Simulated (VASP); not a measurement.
Wanted: the native input for a VASP 6.6.1 run.

* Task: single point
* Functional: PBE
* Dispersion: D3(BJ)
* Potentials or basis: VASP PAW PBE potentials, release 64 (S, Pt)
* Cutoff: 520 eV
* k mesh: 12 × 12 × 1
* Occupations: gaussian, width 0.02 eV
* Spin: no spin polarisation
* Dipole correction: yes
* Further INCAR settings: ALGO = Normal; EDIFF = 1e-06; NBANDS = 56

The structure of PtS2 lies in POSCAR:

```
PtS2
1.0
    3.5716119998      0.0000000000      0.0000000000
   -1.7858059999      3.0931067243      0.0000000000
    0.0000000000      0.0000000000     58.8089164650
S Pt
8 4
Direct
    0.6666666667      0.3333333333      0.3590823842
    0.3333333333      0.6666666667      0.4005489241
    0.6666666667      0.3333333333      0.4394695947
    0.3333333333      0.6666666667      0.4807169233
    0.6666666667      0.3333333333      0.5192830767
    0.3333333333      0.6666666667      0.5605304053
    0.6666666667      0.3333333333      0.5994510759
    0.3333333333      0.6666666667      0.6409176158
    0.0000000000      0.0000000000      0.3800904442
    0.0000000000      0.0000000000      0.4601005354
    0.0000000000      0.0000000000      0.5398994646
    0.0000000000      0.0000000000      0.6199095558
```

This cell differs from its parent crystal: atoms taken out.

These files were run (other wordings do the same):

INCAR

```
PREC     = Accurate       # precision mode
ENCUT    = 520            # plane-wave cutoff, eV
EDIFF    = 1E-6           # SCF threshold, eV
ISMEAR   = 0              # smearing method
SIGMA    = 0.02           # smearing width, eV
LREAL    = F              # projectors in reciprocal space
LASPH    = T              # aspherical terms in the spheres
NELM     = 60             # most SCF steps
ALGO     = Normal         # electronic algorithm
ISIF     = 2              # what is computed and relaxed
LWAVE    = F              # write WAVECAR
LCHARG   = F              # write CHGCAR
LDIPOL   = T            
IDIPOL   = 3            
DIPOL    = 0.5 0.5 0.500
GGA      = PE             # functional
IVDW     = 12             # dispersion correction
NBANDS   = 56             # bands
```

KPOINTS

```
regular mesh
0
Gamma
  12 12 1
```

Potentials or basis: VASP PAW PBE potentials, release 64 (S, Pt).

Launch:

```console
$ cat potpaw_PBE.64/S/POTCAR potpaw_PBE.64/Pt/POTCAR > POTCAR
$ mpirun -np 1 vasp_std > vasp.out
```

It gave:

| Quantity | Value |
| --- | --- |
| Largest force | 0.041 eV/Å |
| Band gap on the k mesh | 0.51 eV (least direct gap 0.99 eV) |
| Dispersion energy per atom | -0.402 eV |

Caveat: the cell differs from its parent crystal (atoms taken out); spin-orbit coupling is left out, which moves the levels of the heavy elements.

It took 23 min on 1 thread of Oxide Virtual Turin-like Processor (shared host), peak memory 0.97 GiB.
